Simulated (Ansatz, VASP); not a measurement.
# One calculation of BN, two programs

INCAR

```
SYSTEM = BN
  PREC = Accurate
  ENCUT = 520
  EDIFF = 1E-6
  ISMEAR = -1
  SIGMA = 0.05
  LREAL = .False.
  LASPH = .True.
  NELM = 100
  ALGO = Normal
  ISIF = 2
  LWAVE = .False.
  LCHARG = .False.
  GGA = CA
  NBANDS = 11
```

Contents of KPOINTS:

```
Automatic mesh
0
Gamma
  12 12 12
  0 0 0
```

POSCAR

```
BN
1.0
    1.2675858000      0.7318410028      3.4173202092
   -1.2675858000      0.7318410028      3.4173202092
    0.0000000000     -1.4636820056      3.4173202092
N B
1 1
Direct
    0.6672382000      0.6672382000      0.6672382000
    0.0003288000      0.0003288000      0.0003288000
```

Contents of input.yaml:

```yaml
crystal:
  lattice:
    - [1.2675858, 0.7318410028, 3.4173202092]
    - [-1.2675858, 0.7318410028, 3.4173202092]
    - [0.0, -1.4636820056, 3.4173202092]
  atoms:
    - { symbol: "N", position: [0.6672382, 0.6672382, 0.6672382] }
    - { symbol: B, position: [0.0003288, 0.0003288, 0.0003288] }
hamiltonian:
  xc: lda
  pseudopotentials: { kind: paw }
kpoints:
  mp_grid: { grid: [12, 12, 12] }
scf:
  occupations: { method: fermi_dirac, width: 0.05 }
output:
  forces: true
  stress: true
  eigenvalues: true
  write_density: true
  write_potential: true
  elf: true
  volumetric_format: npy
```

Alike in both runs: task single point; functional LDA; k mesh 12 × 12 × 12; occupations fermi-dirac, width 0.05 eV; no spin polarisation.

```csv
,VASP,Ansatz
version,VASP 6.6.1,Ansatz 0.2.0
potentials or method,"VASP PAW LDA potentials, release 64 (N, B)",Ansatz PAW
plane-wave cutoff (eV),520,420
valence electrons in the cell,8,8
```

|  | VASP | Ansatz | Ansatz less VASP |
| --- | --- | --- | --- |
| gap on the k mesh at the Fermi level (eV) | 4.05 | 4.06 | +0.014 |
| least direct gap on the mesh (eV) | 4.46 | 4.47 | +0.009 |
| pressure (GPa) | -12.4 | -12.8 | -0.39 |
| traceless stress, the component that is largest in VASP (GPa) | 11.10 | 11.65 | +0.558 |

LDA's correlation is that of Perdew and Zunger in VASP and of Perdew and Wang (1992) in Ansatz.
